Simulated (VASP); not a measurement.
# Cs3Cd4Te4 (I-43m) in VASP: notebook, part 2 of 2

VASP 6.6.1.

## Step 4: Single point, PBE

This run uses another cell than the first one, of 38.66 Å³/atom.

File INCAR:

```
SYSTEM = Cs3Cd4Te4
ALGO     = Fast           ! electronic algorithm
EDIFF    = 1E-6           ! SCF threshold, eV
ENCUT    = 520            ! plane-wave cutoff, eV
GGA      = PE             ! functional
ISIF     = 2              ! what is computed and relaxed
ISMEAR   = 0              ! smearing method
LASPH    = .True.         ! aspherical terms in the spheres
LCHARG   = .False.        ! write CHGCAR
LREAL    = .False.        ! projectors in reciprocal space
LWAVE    = .False.        ! write WAVECAR
NBANDS   = 60             ! bands
NELM     = 80             ! most SCF steps
PREC     = Accurate       ! precision mode
SIGMA    = 0.2            ! smearing width, eV
```

File KPOINTS:

```
k-points
0
Gamma
  4 4 4
  0 0 0
```

File POSCAR:

```
Cs3Cd4Te4
1.0
   -4.7371124882      4.7371124882      4.7371124882
    4.7371124882     -4.7371124882      4.7371124882
    4.7371124882      4.7371124882     -4.7371124882
Cs Cd Te
3 4 4
Direct
    0.0000000000      0.5000000000      0.5000000000
    0.5000000000      0.0000000000      0.5000000000
    0.5000000000      0.5000000000      0.0000000000
    0.2403197747      0.2403197747      0.2403197747
    0.0000000000      0.0000000000      0.7596802253
    1.0000000000      0.7596802253      0.0000000000
    0.7596802253      1.0000000000      1.0000000000
    0.5951147709      0.5951147709      0.5951147709
    0.0000000000      0.0000000000      0.4048852291
    1.0000000000      0.4048852291      0.0000000000
    0.4048852291      1.0000000000      1.0000000000
```

Potentials or basis: VASP PAW PBE potentials, release 64 (Cs_sv, Cd, Te).

On the command line:

```sh
$ cat potpaw_PBE.64/Cs_sv/POTCAR potpaw_PBE.64/Cd/POTCAR potpaw_PBE.64/Te/POTCAR > POTCAR
$ mpirun -np 1 vasp_std > vasp.out
```

OUTCAR:

```text
SYSTEM = Cs3Cd4Te4
   EDIFF = 1E-6
   ENCUT = 520
   GGA = PE
   ISIF = 2
   ISMEAR = 0
   LASPH = .True.
   LREAL = .False.
   NELM = 80
   PREC = Accurate

 ion  position               nearest neighbor table
   1  0.000  0.500  0.500-
   2  0.500  0.000  0.500-
   3  0.500  0.500  0.000-
   4  0.240  0.240  0.240-   8 2.91   6 3.22   7 3.22   5 3.22   9 3.25  10 3.25  11 3.25
   5  0.000  0.000  0.760-   9 2.91   6 3.22   7 3.22   4 3.22   8 3.25  10 3.25  11 3.25
[... 711 lines left out ...]
  in kB        0.6239273      0.6239273      0.6239273     -0.0000000     -0.0000000     -0.0000000
  external PRESSURE =       0.6239273 kB  Pullay stress =       0.0000000 kB

 VOLUME and BASIS-vectors are now :
 -----------------------------------------------------------------------------
  energy-cutoff  :      520.00
  volume of cell :      425.21
      direct lattice vectors                 reciprocal lattice vectors
    -4.737112488  4.737112488  4.737112488     0.000000000  0.105549531  0.105549531
     4.737112488 -4.737112488  4.737112488     0.105549531  0.000000000  0.105549531
     4.737112488  4.737112488 -4.737112488     0.105549531  0.105549531  0.000000000

 POSITION                                       TOTAL-FORCE (eV/Angst)
 -----------------------------------------------------------------------------------
      4.73711      0.00000      0.00000         0.000000      0.000000     -0.000000
      0.00000      4.73711      0.00000         0.000000      0.000000     -0.000000
      0.00000      0.00000      4.73711         0.000000      0.000000     -0.000000
      1.13842      1.13842      1.13842        -0.002054     -0.002054     -0.002054
      3.59869      3.59869     -3.59869         0.002054      0.002054     -0.002054
      3.59869     -3.59869      3.59869         0.002054     -0.002054      0.002054
     -3.59869      3.59869      3.59869        -0.002054      0.002054      0.002054
      2.81913      2.81913      2.81913        -0.005731     -0.005731     -0.005731
      1.91799      1.91799     -1.91799         0.005731      0.005731     -0.005731
      1.91799     -1.91799      1.91799         0.005731     -0.005731      0.005731
     -1.91799      1.91799      1.91799        -0.005731      0.005731      0.005731
 -----------------------------------------------------------------------------------
    total drift:                               -0.000004     -0.000004     -0.000006

  FREE ENERGIE OF THE ION-ELECTRON SYSTEM (eV)
  ---------------------------------------------------
  free  energy   TOTEN  =       -24.5006573167 eV

  energy  without entropy=      -24.4417289984  energy(sigma->0) =      -24.47119316
```

It took 3.2 min on 1 thread of Intel Xeon 6975P-C (Granite Rapids), shared host; peak memory 0.67 GiB.

Results:

* Free energy: -24.5007 eV
* Pressure: 0.1 GPa
* Largest force: 0.010 eV/Å
* Band gap on the k mesh: zero (an odd number of electrons rules out a gap without spin polarisation)

Forces on the atoms (eV/Å):
```
Cs   0.000  0.000  0.000
Cs   0.000  0.000  0.000
Cs   0.000  0.000  0.000
Cd  -0.002 -0.002 -0.002
Cd   0.002  0.002 -0.002
Cd   0.002 -0.002  0.002
Cd  -0.002  0.002  0.002
Te  -0.006 -0.006 -0.006
Te   0.006  0.006 -0.006
Te   0.006 -0.006  0.006
Te  -0.006  0.006  0.006
```

Levels at points of the mesh, in eV from the Fermi level:
```
           k point  band 46  band 47  band 48  band 49  band 50  band 51  band 52  band 53
(0.00, 0.00, 0.00)    -1.41    -1.32    -1.32    -1.32     1.47     1.47     1.47     1.53
(0.50, 0.00, 0.00)    -1.99    -1.67    -1.66    -0.76    -0.27     1.02     1.75     1.96
(0.50, 0.50, 0.50)    -1.42    -1.42    -1.42    -0.58    -0.58    -0.58    -0.42     2.32
```

Caveat: spin-orbit coupling is left out, which moves the levels of the heavy elements.

## Step 5: Single point, PBE

This run uses another cell than the first one, of 38.66 Å³/atom.

File INCAR:

```
SYSTEM = Cs3Cd4Te4
PREC = Accurate
ENCUT = 520
EDIFF = 1E-7
ISMEAR = 0
SIGMA = 0.1
LREAL = .FALSE.
LASPH = .TRUE.
NELM = 60
ALGO = Fast
ISIF = 2
LWAVE = .FALSE.
LCHARG = .FALSE.
GGA = PE
NBANDS = 60
```

File KPOINTS:

```
Automatic mesh
0
G
  6 6 6
  0 0 0
```

POSCAR: that of step 4 with these lines changed.

```diff
@@ -13,7 +13,7 @@
     0.0000000000      0.0000000000      0.7596802253
-    1.0000000000      0.7596802253      0.0000000000
-    0.7596802253      1.0000000000      1.0000000000
+    0.0000000000      0.7596802253      0.0000000000
+    0.7596802253      0.0000000000      0.0000000000
     0.5951147709      0.5951147709      0.5951147709
     0.0000000000      0.0000000000      0.4048852291
-    1.0000000000      0.4048852291      0.0000000000
-    0.4048852291      1.0000000000      1.0000000000
+    0.0000000000      0.4048852291      0.0000000000
+    0.4048852291      0.0000000000      0.0000000000
```

On the command line:

```sh
$ cat potpaw_PBE.64/Cs_sv/POTCAR potpaw_PBE.64/Cd/POTCAR potpaw_PBE.64/Te/POTCAR > POTCAR
$ mpirun -np 1 vasp_std > vasp.out
```

It took 6.9 min on 1 thread of Intel Xeon 6975P-C (Granite Rapids), shared host; peak memory 0.77 GiB.

The run converged. Its results:

| Property | Result |
| --- | --- |
| Free energy | -24.4539 eV |
| Pressure | 0.1 GPa |
| Largest force | 0.004 eV/Å |
| Band gap on the k mesh | zero (an odd number of electrons rules out a gap without spin polarisation) |

Forces in eV/Å, atoms in the order of the input:
```
Cs   0.000  0.000  0.000
Cs   0.000  0.000  0.000
Cs   0.000  0.000  0.000
Cd   0.002  0.002  0.002
Cd  -0.002 -0.002  0.002
Cd  -0.002  0.002 -0.002
Cd   0.002 -0.002 -0.002
Te   0.000  0.000  0.000
Te   0.000  0.000  0.000
Te   0.000  0.000  0.000
Te   0.000  0.000  0.000
```

Levels at points of the mesh, in eV from the Fermi level:
| k point | band 46 | band 47 | band 48 | band 49 | band 50 | band 51 | band 52 | band 53 |
| --- | --- | --- | --- | --- | --- | --- | --- | --- |
| (0.00, 0.00, 0.00) | -1.36 | -1.27 | -1.27 | -1.27 | 1.52 | 1.52 | 1.52 | 1.58 |
| (0.50, 0.00, 0.00) | -1.94 | -1.62 | -1.61 | -0.71 | -0.22 | 1.07 | 1.80 | 2.01 |
| (0.50, 0.50, 0.50) | -1.37 | -1.37 | -1.37 | -0.53 | -0.53 | -0.53 | -0.37 | 2.37 |

Caveat: spin-orbit coupling is left out, which moves the levels of the heavy elements.

## Step 6: The runs side by side

```csv
cell,k mesh,smearing,further INCAR settings,gap on the mesh (eV),pressure (GPa),largest force (eV/Å)
"a = 7.624 Å, angles 109.5°, 11 atoms, atomic positions A",4 × 4 × 4,gaussian 0.1 eV,ALGO = Fast; EDIFF = 1e-06; NBANDS = 60,none,11.5,1.71
"a = 8.179 Å, angles 109.5°, 11 atoms, atomic positions B",4 × 4 × 4,gaussian 0.1 eV,ALGO = Fast; EDIFF = 1e-06; NBANDS = 60,none,0.3,0.06
"a = 8.205 Å, angles 109.5°, 11 atoms, atomic positions B",4 × 4 × 4,gaussian 0.2 eV,ALGO = Fast; EDIFF = 1e-06; NBANDS = 60,none,0.1,0.01
"a = 8.205 Å, angles 109.5°, 11 atoms, atomic positions B",6 × 6 × 6,gaussian 0.1 eV,ALGO = Fast; EDIFF = 1e-07; NBANDS = 60,none,0.1,-
```

Alike in all rows: task single point; level PBE; potentials or basis VASP PAW PBE potentials, release 64 (Cs_sv, Cd, Te); no spin polarisation; cutoff (eV) 520.

Caveats: spin-orbit coupling is left out, which moves the levels of the heavy elements; the cell stands under pressure (at least some runs); forces of over 1 eV/Å act on the atoms, so gaps and moduli don't describe the material at rest (at least some runs).

Absolute energies hang on the potentials; compare differences alone.
